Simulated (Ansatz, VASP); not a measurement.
# TaN: VASP beside Ansatz

```xyz
2
Lattice="0.0000 2.2113 2.2113 2.2113 0.0000 2.2113 2.2113 2.2113 0.0000" Properties=species:S:1:pos:R:3 pbc="T T T"
Ta    2.2113    2.2113    2.2113
N     0.0000    0.0000    0.0000
```

Alike in both runs: functional BLYP; k mesh 10 × 10 × 10; occupations fermi-dirac, width 0.05 eV; no spin polarisation.

|  | VASP | Ansatz |
| --- | --- | --- |
| version | VASP 6.6.1 | Ansatz 0.2.0 |
| potentials or method | VASP PAW PBE potentials, release 64 (Ta_pv, N), cutoff 520 eV | all-electron LAPW, scalar-relativistic |
| task | single point | band structure |

```csv
,VASP,Ansatz,Ansatz less VASP
gap on the k mesh at the Fermi level (eV),none,none,-
pressure (GPa),12.3,10.4,-1.90
```

VASP's potentials were made for PBE, not for BLYP. A gap of «none» marks a metal or a gap that the smearing closes. Ansatz ran all-electron here, and VASP with PAW potentials.

Spin-orbit coupling is off throughout.
